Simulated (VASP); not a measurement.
Set up this calculation in VASP 6.6.1, as the native input.

| Quantity | Value |
| --- | --- |
| Task | single point |
| Functional | RPBE |
| Potentials or basis | VASP PAW PBE potentials, release 64 (Si, C) |
| Cutoff | 520 eV |
| k mesh | 10 × 10 × 3 |
| Occupations | fermi-dirac, width 0.05 eV |
| Spin | no spin polarisation |
| Dipole correction | no |
| Further INCAR settings | ALGO = Normal; EDIFF = 1e-06; NBANDS = 26 |

The structure of SiC lies in POSCAR:

```
SiC
1.0
    3.0756941497      0.0000000000      0.0000000000
   -1.5378470748      2.6636292679      0.0000000000
    0.0000000000      0.0000000000     10.0706464800
Si C
4 4
Direct
    0.0000000000      0.0000000000      0.1878943800
    0.0000000000      0.0000000000      0.6878943800
    0.3333333333      0.6666666667      0.4378419800
    0.6666666667      0.3333333333      0.9378419800
    0.0000000000      0.0000000000      0.0004600500
    0.0000000000      0.0000000000      0.5004600500
    0.3333333333      0.6666666667      0.2498025900
    0.6666666667      0.3333333333      0.7498025900
```

These files were run (other wordings do the same):

INCAR

```
PREC = Accurate
ENCUT = 520
EDIFF = 1E-6
ISMEAR = -1
SIGMA = 0.05
LREAL = F
LASPH = T
NELM = 80
ALGO = Normal
ISIF = 2
LWAVE = F
LCHARG = F
GGA = RP
NBANDS = 26
```

KPOINTS

```
Automatic mesh
0
Gamma
  10 10 3
```

Potentials or basis: VASP PAW PBE potentials, release 64 (Si, C).

Run with:

```bash
$ cat potpaw_PBE.64/Si/POTCAR potpaw_PBE.64/C/POTCAR > POTCAR
$ mpirun -np 1 vasp_std > vasp.out
```

Results of the run:

```
Pressure               : 6.7 GPa
Largest force          : 0.010 eV/Å
Band gap on the k mesh : 2.24 eV (least direct gap 3.35 eV)
```

Caveat: the cell stands under pressure; the PAW data sets were made with another functional, which shifts forces and pressure a little; an odd mesh through Γ misses points on the zone boundary, where band edges can lie.

It took 88 s on 1 thread of Intel Xeon 8259CL, with other jobs on the host, peak memory 0.21 GiB.
